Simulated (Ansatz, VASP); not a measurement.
Os in VASP and in Ansatz

```xyz
1
Lattice="2.6686 0.0000 0.0000 -1.3343 2.3111 0.0000 0.0000 0.0000 2.5595" Properties=species:S:1:pos:R:3 pbc="T T T"
Os    0.0000    0.0000    0.0000
```

Change from the starting cell: volume scaled by 1, norm-conserving files.

Alike in both runs: task single point; functional PBE; k mesh 16 × 16 × 15; occupations fermi-dirac, width 0.05 eV; no spin polarisation.

|  | VASP | Ansatz |
| --- | --- | --- |
| version | VASP 6.6.1 | Ansatz 0.2.0 |
| potentials or method | VASP PAW PBE potentials, release 64 (Os) | scalar-relativistic |
| plane-wave cutoff (eV) | 520 | 1007 |
| valence electrons in the cell | 8 | 16 |

|  | VASP | Ansatz | Ansatz less VASP |
| --- | --- | --- | --- |
| pressure (GPa) | -0.2 | 0.0 | +0.25 |
| traceless stress, the component that is largest in VASP (GPa) | -0.06 | -0.04 | +0.023 |

VASP's potentials hold 8 valence electrons a cell and Ansatz's 16, so a difference there can come from the potentials and not from the codes.

Neither program's run includes spin-orbit coupling.
